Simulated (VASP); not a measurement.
# BP (rocksalt type) (Fm-3m) in VASP: single point with PBE

Aim: the single point of BP (rocksalt type) with PBE.

Program: VASP 6.6.1. These are calculated values, not measurements. Logs are shortened: lines on timing, memory, paths and dates and some standing lists are left out, and cuts for length are marked.

## (1) The cell of the first run

Symmetry: Fm-3m, No. 225, cubic system. The conventional cell has a = 4.232 Å, b = 4.232 Å, c = 4.232 Å, α = 90.00°, β = 90.00°, γ = 90.00°. Within 2.8 Å of B (site symmetry m-3m) lie 6 P at 2.12 Å. Within 2.8 Å of P (site symmetry m-3m) lie 6 B at 2.12 Å.

## (2) Single point, PBE

INCAR reads:

```
SYSTEM = BP
PREC = Accurate
ENCUT = 520
EDIFF = 1E-6
ISMEAR = -1
SIGMA = 0.05
LREAL = .FALSE.
LASPH = .TRUE.
NELM = 80
ALGO = Normal
ISIF = 2
LWAVE = .FALSE.
LCHARG = .FALSE.
GGA = PE
ISYM = 0
NBANDS = 11
```

KPOINTS reads:

```
Automatic mesh
0
Gamma
  16 16 16
  0.5 0.5 0.5
```

POSCAR reads:

```
BP
1.0
    0.0000000000      2.1160848610      2.1160848610
    2.1160848610      0.0000000000      2.1160848610
    2.1160848610      2.1160848610      0.0000000000
B P
1 1
Direct
    0.0000000000      0.0000000000      0.0000000000
    0.5000000000      0.5000000000      0.5000000000
```

Potentials or basis: VASP PAW PBE potentials, release 64 (B, P).

On the command line:

```sh
cat potpaw_PBE.64/B/POTCAR potpaw_PBE.64/P/POTCAR > POTCAR
mpirun -np 1 vasp_std > vasp.out
```

OUTCAR:

```text
SYSTEM = BP
   PREC = Accurate
   ENCUT = 520
   EDIFF = 1E-6
   ISMEAR = -1
   LREAL = .FALSE.
   LASPH = .TRUE.
   NELM = 80
   ISIF = 2
   GGA = PE
   ISYM = 0

 ion  position               nearest neighbor table
   1  0.000  0.000  0.000-   2 2.12   2 2.12   2 2.12   2 2.12   2 2.12   2 2.12
   2  0.500  0.500  0.500-   1 2.12   1 2.12   1 2.12   1 2.12   1 2.12   1 2.12

IMPORTANT INFORMATION: All symmetrisations will be switched off!
NOSYMM: (Re-)initialisation of all symmetry stuff for point group C_1.

----------------------------------------------------------------------------------------

                                     Primitive cell

  volume of cell :      18.9509

  direct lattice vectors                    reciprocal lattice vectors
     0.000000000  2.116084861  2.116084861    -0.236285420  0.236285420  0.236285420
     2.116084861  0.000000000  2.116084861     0.236285420 -0.236285420  0.236285420
     2.116084861  2.116084861  0.000000000     0.236285420  0.236285420 -0.236285420

  length of vectors
     2.992595910  2.992595910  2.992595910     0.409258352  0.409258352  0.409258352

  position of ions in fractional coordinates (direct lattice)
     0.000000000  0.000000000  0.000000000
     0.500000000  0.500000000  0.500000000

  ion indices of the primitive-cell ions
   primitive index   ion index
                 1           1
                 2           2

----------------------------------------------------------------------------------------

 KPOINTS: Automatic mesh

Automatic generation of k-mesh.
 Grid dimensions read from file:
 generate k-points for:   16   16   16

 Generating k-lattice:

  Cartesian coordinates                     Fractional coordinates (reciprocal lattice)
    -0.014767839  0.014767839  0.014767839     0.062500000  0.000000000  0.000000000
     0.014767839 -0.014767839  0.014767839     0.000000000  0.062500000  0.000000000
     0.014767839  0.014767839 -0.014767839     0.000000000  0.000000000  0.062500000

  Length of vectors
     0.025578647  0.025578647  0.025578647

  Shift w.r.t. Gamma in fractional coordinates (k-lattice)
     0.500000000  0.500000000  0.500000000

 Subroutine IBZKPT returns following result:
 ===========================================

 Found   8192 irreducible k-points:

 Following reciprocal coordinates:
            Coordinates               Weight
  0.031250  0.031250  0.031250      2.000000
  0.031250  0.000000  0.000000      2.000000
  0.000000  0.000000 -0.031250      2.000000
  0.000000  0.031250  0.000000      2.000000
  0.093750  0.031250  0.031250      2.000000
  0.031250  0.093750  0.031250      2.000000
[... 16 lines left out ...]
  0.000000  0.125000 -0.031250      2.000000
  0.125000  0.000000 -0.031250      2.000000
 [... further k-points ...]
   k-points           NKPTS =   8192   k-points in BZ     NKDIM =   8192   number of bands    NBANDS=     11
   number of dos      NEDOS =    301   number of ions     NIONS =      2
   total plane-waves  NPLWV =  13824
   dimension x,y,z NGX =    24 NGY =   24 NGZ =   24
   dimension x,y,z NGXF=    48 NGYF=   48 NGZF=   48
   ions per type =               1   1
   NGX,Y,Z   is equivalent  to a cutoff of  13.33, 13.33, 13.33 a.u.
   NGXF,Y,Z  is equivalent  to a cutoff of  26.67, 26.67, 26.67 a.u.
 SYSTEM =  BP
   PREC   = accura    normal or accurate (medium, high low for compatibility)
   ISTART =      0    job   : 0-new  1-cont  2-samecut
   ICHARG =      2    charge: 1-file 2-atom 10-const
   ISPIN  =      1    spin polarized calculation?
   LNONCOLLINEAR =      F non collinear calculations
   LSORBIT =      F    spin-orbit coupling
   LASPH  =      T    aspherical Exc in radial PAW
   ENCUT  =  520.0 eV  38.22 Ry    6.18 a.u.   5.56  5.56  5.56*2*pi/ulx,y,z
   NELM   =     80;   NELMIN=  2; NELMDL= -5     # of ELM steps
   EDIFF  = 0.1E-05   stopping-criterion for ELM
   LREAL  =      F    real-space projection
   EDIFFG = 0.1E-04   stopping-criterion for IOM
   NSW    =      0    number of steps for IOM
   IBRION =     -1    ionic relax: 0-MD 1-quasi-New 2-CG
   NFREE  =      0    steps in history (QN), initial steepest desc. (CG)
   ISIF   =      2    stress and relaxation
   ISYM   =      0    0-nonsym 1-usesym 2-fastsym
   POTIM  = 0.5000    time-step for ionic-motion
   TEBEG  =    0.0;   TEEND  =   0.0 temperature during run
   PSTRESS=    0.0 pullay stress
   NELECT =       8.0000    total number of electrons
   NUPDOWN=      -1.0000    fix difference up-down
   EMIN   =  10.00;   EMAX   =-10.00  energy-range for DOS
   EFERMI =   0.00;   METHOD = LEGACY
   ISMEAR =    -1;   SIGMA  =   0.05  broadening in eV -4-tet -1-fermi 0-gaus
   EFERMI_NEDOS =   21; number of points for ismear=-14 and -15
   IALGO  =     38    algorithm
   IMIX   =      4    mixing-type and parameters
     AMIX     =   0.40;   BMIX     =  1.00
     AMIX_MAG =   1.60;   BMIX_MAG =  1.00
  volume/ion in A,a.u.               =       9.48        63.94
  Fermi-wavevector in a.u.,A,eV,Ry     =   1.228085  2.320744 20.520207  1.508193
  Thomas-Fermi vector in A             =   2.363024
   LORBIT       =      0    0 simple, 1 ext, 2 COOP (PROOUT), +10 PAW based schemes
   GGA     = PE    functional components
   LHFCALC =     F    Hartree Fock is set to
   AEXX    =    0.0000 exact exchange contribution
   IVDW    =     0    specifies the selected vdW correction
   LEPSILON=     F    determine dielectric tensor
   LRPA    =     F    only Hartree local field effects (RPA)
 non-spin polarized calculation
  energy-cutoff  :      520.00
  volume of cell :       18.95
 maximum number of plane-waves:       532
   NGX = 11   NGY = 11   NGZ = 11

 number of electron       8.0000001 magnetization

 Free energy of the ion-electron system (eV)
  ---------------------------------------------------
  ext. energy  EPLUGINS =         0.00000000
  ---------------------------------------------------
  free energy    TOTEN  =       -10.76541136 eV

  energy without entropy =      -10.75899264  energy(sigma->0) =      -10.76220200

 E-fermi :  10.5971     XC(G=0): -12.2101

 val. band max:       10.5967271869   @ k =  -0.2187   0.1563   0.0938
 cond. band min:      10.5984700703   @ k =   0.0312   0.0312   0.0312
 fundamental gap:      0.0017428834
 Fermi energy:        10.5971255583

 k-point     1 :       0.0312    0.0312    0.0312
  band No.  band energies     occupation
      1      -6.9988      2.00000
      2      10.4576      1.88423
      3      10.5985      0.98656
      4      10.5985      0.98656
      5      18.2025      0.00000
      6      18.4765      0.00000
      7      18.4926      0.00000
      8      18.4926      0.00000
      9      19.4327      0.00000
     10      19.4327      0.00000
     11      19.6668      0.00000

 k-point     2 :       0.0312    0.0000    0.0000
  band No.  band energies     occupation
      1      -6.9988      2.00000
      2      10.4576      1.88423
      3      10.5985      0.98656
      4      10.5985      0.98655
      5      18.2025      0.00000
      6      18.4765      0.00000
      7      18.4926      0.00000
      8      18.4926      0.00000
      9      19.4327      0.00000
     10      19.4327      0.00000
     11      19.6668      0.00000

 k-point     3 :       0.0000    0.0000   -0.0312
  band No.  band energies     occupation
      1      -6.9988      2.00000
      2      10.4576      1.88423
      3      10.5985      0.98656
      4      10.5985      0.98655
      5      18.2025      0.00000
      6      18.4765      0.00000
      7      18.4926      0.00000
      8      18.4926      0.00000
      9      19.4327      0.00000
     10      19.4327      0.00000
     11      19.6668      0.00000

 k-point     4 :       0.0000    0.0312    0.0000
  band No.  band energies     occupation
      1      -6.9988      2.00000
      2      10.4576      1.88423
      3      10.5985      0.98656
      4      10.5985      0.98655
      5      18.2025      0.00000
      6      18.4765      0.00000
      7      18.4926      0.00000
      8      18.4926      0.00000
      9      19.4327      0.00000
     10      19.4327      0.00000
     11      19.6668      0.00000

 k-point     5 :       0.0938    0.0312    0.0312
  band No.  band energies     occupation
      1      -6.8829      2.00000
      2       9.8398      2.00000
      3      10.2973      1.99503
      4      10.7101      0.18918
      5      18.1141      0.00000
      6      18.1544      0.00000
      7      18.4989      0.00000
      8      18.6166      0.00000
      9      18.8989      0.00000
     10      19.2526      0.00000
     11      19.7389      0.00000

 k-point     6 :       0.0312    0.0938    0.0312
  band No.  band energies     occupation
      1      -6.8829      2.00000
      2       9.8398      2.00000
      3      10.2973      1.99503
      4      10.7101      0.18918
      5      18.1141      0.00000
      6      18.1544      0.00000
      7      18.4989      0.00000
      8      18.6166      0.00000
      9      18.8989      0.00000
     10      19.2526      0.00000
     11      19.7389      0.00000

 k-point     7 :       0.0312    0.0312    0.0938
  band No.  band energies     occupation
      1      -6.8829      2.00000
      2       9.8398      2.00000
      3      10.2973      1.99503
      4      10.7101      0.18918
      5      18.1141      0.00000
      6      18.1544      0.00000
      7      18.4989      0.00000
      8      18.6166      0.00000
      9      18.8989      0.00000
     10      19.2526      0.00000
     11      19.7389      0.00000

 k-point     8 :       0.0312    0.0000   -0.0625
  band No.  band energies     occupation
      1      -6.8829      2.00000
      2       9.8398      2.00000
      3      10.2973      1.99503
      4      10.7101      0.18918
      5      18.1141      0.00000
      6      18.1544      0.00000
      7      18.4989      0.00000
      8      18.6166      0.00000
      9      18.8989      0.00000
     10      19.2526      0.00000
     11      19.7389      0.00000
[... 141 lines left out ...]
 k-point    19 :       0.0313    0.0313    0.1563
  band No.  band energies     occupation
      1      -6.5937      2.00000
      2       8.3953      2.00000
      3      10.0902      1.99992
      4      10.7611      0.07252
      5      16.7196      0.00000
      6      17.4460      0.00000
      7      17.9217      0.00000
      8      19.1167      0.00000
      9      19.1492      0.00000
     10      19.6142      0.00000
     11      20.4102      0.00000

 k-point    20 :       0.0313    0.0000   -0.1250
  band No.  band energies     occupation
      1      -6.5937      2.00000
      2       8.3953      2.00000
      3      10.0902      1.99992
      4      10.7611      0.07252
      5      16.7196      0.00000
      6      17.4460      0.00000
      7      17.9217      0.00000
      8      19.1167      0.00000
      9      19.1492      0.00000
     10      19.6142      0.00000
     11      20.4102      0.00000

 k-point    21 :       0.1563    0.1250    0.1250
  band No.  band energies     occupation
      1      -6.5937      2.00000
      2       8.3953      2.00000
      3      10.0902      1.99992
      4      10.7611      0.07252
      5      16.7196      0.00000
      6      17.4460      0.00000
      7      17.9217      0.00000
      8      19.1167      0.00000
      9      19.1492      0.00000
     10      19.6142      0.00000
     11      20.4102      0.00000

 k-point    22 :       0.0313   -0.1250    0.0000
  band No.  band energies     occupation
      1      -6.5937      2.00000
      2       8.3953      2.00000
      3      10.0902      1.99992
      4      10.7611      0.07252
      5      16.7196      0.00000
      6      17.4460      0.00000
      7      17.9217      0.00000
      8      19.1167      0.00000
      9      19.1492      0.00000
     10      19.6142      0.00000
     11      20.4102      0.00000

 k-point    23 :       0.0000    0.1250   -0.0313
  band No.  band energies     occupation
      1      -6.5937      2.00000
      2       8.3953      2.00000
      3      10.0902      1.99992
      4      10.7611      0.07252
      5      16.7196      0.00000
      6      17.4460      0.00000
      7      17.9217      0.00000
      8      19.1167      0.00000
      9      19.1492      0.00000
     10      19.6142      0.00000
     11      20.4102      0.00000

 k-point    24 :       0.1250    0.0000   -0.0313
  band No.  band energies     occupation
      1      -6.5937      2.00000
      2       8.3953      2.00000
      3      10.0902      1.99992
      4      10.7611      0.07252
      5      16.7196      0.00000
      6      17.4460      0.00000
      7      17.9217      0.00000
      8      19.1167      0.00000
      9      19.1492      0.00000
     10      19.6142      0.00000
     11      20.4102      0.00000

 [... further k-points ...]

------------------------ aborting loop because EDIFF is reached ----------------------------------------

  FORCE on cell =-STRESS in cart. coord.  units (eV):
  Direction    XX          YY          ZZ          XY          YZ          ZX
  --------------------------------------------------------------------------------------
  -------------------------------------------------------------------------------------
  Total        1.2928871      1.2928870      1.2928865     -0.0000005     -0.0000005     -0.0000004
  in kB      109.3054806    109.3054779    109.3054344     -0.0000408     -0.0000399     -0.0000373
  external PRESSURE =     109.3054643 kB  Pullay stress =       0.0000000 kB

 VOLUME and BASIS-vectors are now :
 -----------------------------------------------------------------------------
  energy-cutoff  :      520.00
  volume of cell :       18.95
      direct lattice vectors                 reciprocal lattice vectors
     0.000000000  2.116084861  2.116084861    -0.236285420  0.236285420  0.236285420
     2.116084861  0.000000000  2.116084861     0.236285420 -0.236285420  0.236285420
     2.116084861  2.116084861  0.000000000     0.236285420  0.236285420 -0.236285420

 POSITION                                       TOTAL-FORCE (eV/Angst)
 -----------------------------------------------------------------------------------
      0.00000      0.00000      0.00000        -0.000000     -0.000000     -0.000000
      2.11608      2.11608      2.11608         0.000000      0.000000      0.000000
 -----------------------------------------------------------------------------------
    total drift:                               -0.000000     -0.000000      0.000000

  FREE ENERGIE OF THE ION-ELECTRON SYSTEM (eV)
  ---------------------------------------------------
  free  energy   TOTEN  =       -10.7654113602 eV

  energy  without entropy=      -10.7589926400  energy(sigma->0) =      -10.76220200
```

It took 24 min on 1 thread of Oxide Virtual Turin-like, shared host; peak memory 1.6 GiB.

Results:

```yaml
Free_energy: -10.7654 eV
Pressure: 10.9 GPa
Band_gap_on_the_k_mesh: zero (bands 4 and 5 overlap by 3.96 eV)
```

Caveat: the cell stands under pressure.
